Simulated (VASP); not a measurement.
Write the native input for VASP 6.6.1 that does the following.

```
Task                   : single point
Functional             : PBE
Dispersion             : D3(BJ)
Potentials or basis    : VASP PAW PBE potentials, release 64 (Ta_pv, C)
Cutoff                 : 520 eV
k mesh                 : 16 × 16 × 16
Occupations            : gaussian, width 0.1 eV
Spin                   : no spin polarisation
Dipole correction      : no
Further INCAR settings : ALGO = Normal; EDIFF = 1e-06; NBANDS = 14
```

The structure of TaC lies in POSCAR:

```
TaC
1.0
    0.0000000000      2.2222676917      2.2222676917
    2.2222676917      0.0000000000      2.2222676917
    2.2222676917      2.2222676917      0.0000000000
Ta C
1 1
Direct
    0.0000000000      0.0000000000      0.0000000000
    0.5000000000      0.5000000000      0.5000000000
```

These files were run (other wordings do the same):

INCAR

```
PREC = Accurate
ENCUT = 520
EDIFF = 1E-6
ISMEAR = 0
SIGMA = 0.1
LREAL = F
LASPH = T
NELM = 80
ALGO = Normal
ISIF = 2
LWAVE = F
LCHARG = F
GGA = PE
IVDW = 12
NBANDS = 14
```

KPOINTS

```
Automatic mesh
0
Gamma
  16 16 16
```

Potentials or basis: VASP PAW PBE potentials, release 64 (Ta_pv, C).

The run is started by

```bash
$ cat potpaw_PBE.64/Ta_pv/POTCAR potpaw_PBE.64/C/POTCAR > POTCAR
$ mpirun -np 1 vasp_std > vasp.out
```

Results of the run:

| Item | Value |
| --- | --- |
| Pressure | 0.7 GPa |
| Dispersion energy per atom | -0.463 eV |

Caveat: pairwise dispersion overbinds metals, which lowers pressure and volume.

Run time: 21 s on 1 thread of Intel Xeon 6975P-C, on a shared host, peak memory 0.18 GiB.
